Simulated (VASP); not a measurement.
# ZnSe (Stilleite) in VASP: settings compared, part 2 of 2

VASP 6.6.1.

## (4) Relaxation of cell and atoms, PBEsol

This run uses another cell than the first one, of 22.76 Å³/atom, 1.013 times its volume.

File INCAR:

```
PREC = Accurate
ENCUT = 600
EDIFF = 1E-6
ISMEAR = -1
SIGMA = 0.01
LREAL = False
LASPH = True
NELM = 80
ALGO = Normal
ISIF = 3
LWAVE = False
LCHARG = False
GGA = PS
IBRION = 2
NSW = 80
EDIFFG = -0.01
ISYM = 0
```

File KPOINTS:

```
Automatic mesh
0
Gamma
  6 6 6
  0.5 0.5 0.5
```

File POSCAR:

```
ZnSe
1.0
    4.0075980000      0.0000000000      0.0000000000
    2.0037990000      3.4706816762      0.0000000000
    2.0037990000      1.1568938921      3.2721900647
Zn Se
1 1
Direct
    0.0000000000      0.0000000000      0.0000000000
    0.2500000000      0.2500000000      0.2500000000
```

Started as:

```bash
$ cat potpaw_PBE.64/Zn/POTCAR potpaw_PBE.64/Se/POTCAR > POTCAR
$ mpirun -np 1 vasp_std > vasp.out
```

It took 4.1 min on 1 thread of AMD EPYC 9R45 (Zen 5), shared host; peak memory 0.45 GiB.

The run converged. Its results:

```
Free energy                            : -6.7742 eV
Relaxed volume                         : 22.44 Å³/atom
Relaxed cell                           : a = 3.989 Å, b = 3.989 Å, c = 3.989 Å, α = 60.00°, β = 60.00°, γ = 60.00°
Space group after relaxing (to 0.05 Å) : F-43m (No. 216)
Energy gained by relaxing              : 0.9 meV/atom
Ionic steps                            : 3
Pressure after relaxing                : 0.0 GPa
Band gap on the k mesh                 : 1.93 eV, direct
```

Step by step:
```csv
step,energy change (eV),largest force (eV/Å),pressure (GPa),volume (Å³)
1,0.0000,0.0000,-0.91,45.51
2,-0.0017,0.0000,0.45,44.67
3,-0.0019,0.0000,0.01,44.88
```

Final structure:
```yaml
crystal:
  lattice:
    - [3.98903, 0.00000, 0.00000]
    - [1.99452, 3.45460, 0.00000]
    - [1.99452, 1.15154, 3.25703]
  atoms:
    - { symbol: Zn, position: [0.00000, 0.00000, 0.00000] }
    - { symbol: Se, position: [0.25000, 0.25000, 0.25000] }
```

Levels at points of the mesh, in eV from the valence-band top:
| k point | band 5 | band 6 | band 7 | band 8 | band 9 | band 10 | band 11 | band 12 | band 13 |
| --- | --- | --- | --- | --- | --- | --- | --- | --- | --- |
| (0.08, 0.08, 0.08) | -6.15 | -6.15 | -0.70 | 0.00 | 0.00 | 1.93 | 5.73 | 5.93 | 5.93 |

Caveat: the PAW data sets were made with another functional, which shifts forces and pressure a little. A k mesh can miss the band edges.

## (5) Relaxation of cell and atoms, PBE+D4

This run uses another cell than the first one, of 22.76 Å³/atom, 1.013 times its volume.

File INCAR:

```
SYSTEM = ZnSe
ALGO = Normal
EDIFF = 1E-6
EDIFFG = -0.01
ENCUT = 600
GGA = PE
IBRION = 2
ISIF = 3
ISMEAR = -1
ISYM = 0
IVDW = 13
LASPH = .TRUE.
LCHARG = .FALSE.
LREAL = .FALSE.
LWAVE = .FALSE.
NELM = 80
NSW = 80
PREC = Accurate
SIGMA = 0.01
```

KPOINTS is that of step 4.

POSCAR is that of step 4.

Started as:

```bash
$ cat potpaw_PBE.64/Zn/POTCAR potpaw_PBE.64/Se/POTCAR > POTCAR
$ mpirun -np 1 vasp_std > vasp.out
```

Run time: 2.1 min. Hardware: 1 thread of AMD EPYC 9R45 (Zen 5), shared host; peak memory 0.44 GiB.

It converged, with:

```
Free energy                : -6.6544 eV
Pressure after relaxing    : -0.1 GPa
Band gap on the k mesh     : 1.97 eV, direct
Dispersion energy per atom : -0.317 eV
```

Final structure:
```
CELL_PARAMETERS angstrom
4.00760 0.00000 0.00000
2.00380 3.47068 0.00000
2.00380 1.15689 3.27219
ATOMIC_POSITIONS crystal
Zn 0.00000 0.00000 0.00000
Se 0.25000 0.25000 0.25000
```

Levels at points of the mesh, in eV from the valence-band top:
```tsv
k point	band 6	band 7	band 8	band 9	band 10	band 11	band 12	band 13
(0.08, 0.08, 0.08)	-6.11	-0.67	0.00	0.00	1.97	5.81	5.99	5.99
```

Caveat: the relaxation stopped at its first step, so nothing moved. A k mesh can miss the band edges.

## (6) Relaxation of cell and atoms, r2SCAN+D4

This run uses another cell than the first one, of 22.76 Å³/atom, 1.013 times its volume.

POSCAR is that of step 5.

File INCAR.step1:

```
SYSTEM = ZnSe
PREC = Accurate ; ENCUT = 600
ISMEAR = -1 ; SIGMA = 0.01
LREAL = .FALSE. ; LASPH = .TRUE.
NELM = 60 ; ISYM = 0
GGA = PE ; ALGO = Normal
EDIFF = 1E-4 ; LWAVE = .TRUE.
LCHARG = .FALSE.
```

File INCAR.step2:

```
SYSTEM = ZnSe
PREC = Accurate ; ENCUT = 600
EDIFF = 1E-6 ; ISMEAR = -1
SIGMA = 0.01 ; LREAL = .FALSE.
LASPH = .TRUE. ; NELM = 60
ALGO = Normal ; ISIF = 3
LWAVE = .FALSE. ; LCHARG = .FALSE.
METAGGA = R2SCAN ; LMIXTAU = .TRUE.
IVDW = 13 ; VDW_S6 = 1.0
VDW_S8 = 0.6018749 ; VDW_A1 = 0.51559235
VDW_A2 = 5.77342911 ; IBRION = 2
NSW = 80 ; EDIFFG = -0.01
ISYM = 0 ; ISTART = 1
```

KPOINTS is that of step 5.

Potentials or basis: VASP PAW PBE potentials, release 64 (Zn, Se).

Started as:

```bash
$ cat potpaw_PBE.64/Zn/POTCAR potpaw_PBE.64/Se/POTCAR > POTCAR
$ cp INCAR.step1 INCAR
$ mpirun -np 1 vasp_std > vasp.out
$ cp INCAR.step2 INCAR
$ mpirun -np 1 vasp_std > vasp.out
```

Wall time 20 min (1 thread of Intel Xeon 6975P-C, shared host); peak memory 0.49 GiB.

Results (log left out):

```
Free energy                            : -25.1421 eV
Relaxed volume                         : 22.47 Å³/atom
Relaxed cell                           : a = 3.991 Å, b = 3.991 Å, c = 3.991 Å, α = 60.00°, β = 60.00°, γ = 60.00°
Space group after relaxing (to 0.05 Å) : F-43m (No. 216)
Energy gained by relaxing              : 0.8 meV/atom
Ionic steps                            : 3
Pressure after relaxing                : 0.1 GPa
Band gap on the k mesh                 : 2.54 eV, direct
Dispersion energy per atom             : -0.116 eV
```

Step by step:
```csv
step,energy change (eV),largest force (eV/Å),pressure (GPa),volume (Å³)
1,0.0000,0.0004,-0.76,45.51
2,-0.0014,0.0002,0.29,44.80
3,-0.0015,0.0001,0.05,44.94
```

Final structure:
```yaml
crystal:
  lattice:
    - [3.99080, -0.00006, -0.00004]
    - [1.99535, 3.45616, -0.00004]
    - [1.99535, 1.15201, 3.25851]
  atoms:
    - { symbol: Zn, position: [0.00000, 0.00000, 0.00000] }
    - { symbol: Se, position: [0.25000, 0.25000, 0.25000] }
```

Levels at points of the mesh, in eV from the valence-band top:
| k point | band 6 | band 7 | band 8 | band 9 | band 10 | band 11 | band 12 | band 13 |
| --- | --- | --- | --- | --- | --- | --- | --- | --- |
| (0.08, 0.08, 0.08) | -6.25 | -0.61 | 0.00 | 0.00 | 2.54 | 6.32 | 6.51 | 6.51 |

Caveat: the PAW data sets were made with another functional, which shifts forces and pressure a little. A k mesh can miss the band edges.

## (7) The runs side by side

| task | level | cell | cutoff (eV) | gap on the mesh (eV) | pressure (GPa) | relaxed volume (Å³/atom) |
| --- | --- | --- | --- | --- | --- | --- |
| single point | r2SCAN+D4 | a = 3.990 Å, angles 60.0°, 2 atoms | 520 | 2.54 | 0.1 | - |
| relaxation of cell and atoms | revPBE+D3(BJ) | relaxed from a = 4.008 Å, angles 60.0°, 2 atoms | 600 | 2.14 | 0.1 | 22.35 |
| relaxation of cell and atoms | PBEsol | relaxed from a = 4.008 Å, angles 60.0°, 2 atoms | 600 | 1.93 | 0.0 | 22.44 |
| relaxation of cell and atoms | PBE+D4 | relaxed from a = 4.008 Å, angles 60.0°, 2 atoms | 600 | 1.97 | -0.1 | - |
| relaxation of cell and atoms | r2SCAN+D4 | relaxed from a = 4.008 Å, angles 60.0°, 2 atoms | 600 | 2.54 | 0.1 | 22.47 |

Alike in all rows: potentials or basis VASP PAW PBE potentials, release 64 (Zn, Se); no spin polarisation; k mesh 6 × 6 × 6, shifted; smearing fermi-dirac 0.01 eV.

Caveats: the PAW data sets were made with another functional, which shifts forces and pressure a little (some runs); the relaxation stopped at its first step, so nothing moved (some runs).

Absolute energies hang on the potentials; compare differences alone.
